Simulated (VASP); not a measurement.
A run of VASP 6.6.1:

INCAR

```
SYSTEM = CoGe
ALGO     = Normal         ! electronic algorithm
EDIFF    = 1E-6           ! SCF threshold, eV
ENCUT    = 520            ! plane-wave cutoff, eV
ISIF     = 2              ! what is computed and relaxed
ISMEAR   = 0              ! smearing method
LASPH    = .TRUE.         ! aspherical terms in the spheres
LCHARG   = .FALSE.        ! write CHGCAR
LREAL    = .FALSE.        ! projectors in reciprocal space
LWAVE    = .FALSE.        ! write WAVECAR
NBANDS   = 56             ! bands
NELM     = 80             ! most SCF steps
PREC     = Accurate       ! precision mode
SIGMA    = 0.05           ! smearing width, eV
```

KPOINTS

```
k-points
0
G
  8 8 8
  0 0 0
```

The input POSCAR:

```
CoGe
1.0
    4.4587180628      0.0000000000      0.0000000000
    0.0000000000      4.4587180628      0.0000000000
    0.0000000000      0.0000000000      4.4587180628
Co Ge
4 4
Direct
    0.1412180757      0.1412180757      0.1412180757
    0.6412180757      0.3587819243      0.8587819243
    0.8587819243      0.6412180757      0.3587819243
    0.3587819243      0.8587819243      0.6412180757
    0.8408389799      0.8408389799      0.8408389799
    0.3408389799      0.6591610201      0.1591610201
    0.1591610201      0.3408389799      0.6591610201
    0.6591610201      0.1591610201      0.3408389799
```

Potentials or basis: VASP PAW LDA potentials, release 64 (Co, Ge_d).

Run with:

```sh
$ cat potpaw_LDA.64/Co/POTCAR potpaw_LDA.64/Ge_d/POTCAR > POTCAR
$ mpirun -np 1 vasp_std > vasp.out
```

Hardware: 1 thread of Intel Xeon 8259CL, on a shared host.

Problem. How long does it take, and how much memory?

Solution. Run time: 8.2 min on 1 thread of Intel Xeon 8259CL, on a shared host, peak memory 0.25 GiB. Counts: scf iterations 15, k points 45.
